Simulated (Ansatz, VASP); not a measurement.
## Two plane-wave programs on BN

```
B N
1.0
     0.00000    1.74506    1.74506
     1.74506    0.00000    1.74506
     1.74506    1.74506    0.00000
B N
1 1
Direct
  0.00000 0.00000 0.00000
  0.25000 0.25000 0.25000
```

Alike in both runs: task single point; functional PBE; k mesh 12 × 12 × 12; occupations gaussian, width 0.02 eV; no spin polarisation.

|  | VASP | Ansatz |
| --- | --- | --- |
| version | VASP 6.6.1 | Ansatz 0.2.0 |
| potentials or method | VASP PAW PBE potentials, release 64 (B, N), cutoff 600 eV | scalar-relativistic, plane waves, PAW |
| valence electrons in the cell | 8 | 8 |

Ansatz gave:

* gap on the k mesh at the Fermi level (eV): 4.58
* least direct gap on the mesh (eV): 9.34

Task: Estimate VASP's values.

Result: gap on the k mesh at the Fermi level (eV): 4.56; least direct gap on the mesh (eV): 9.32.
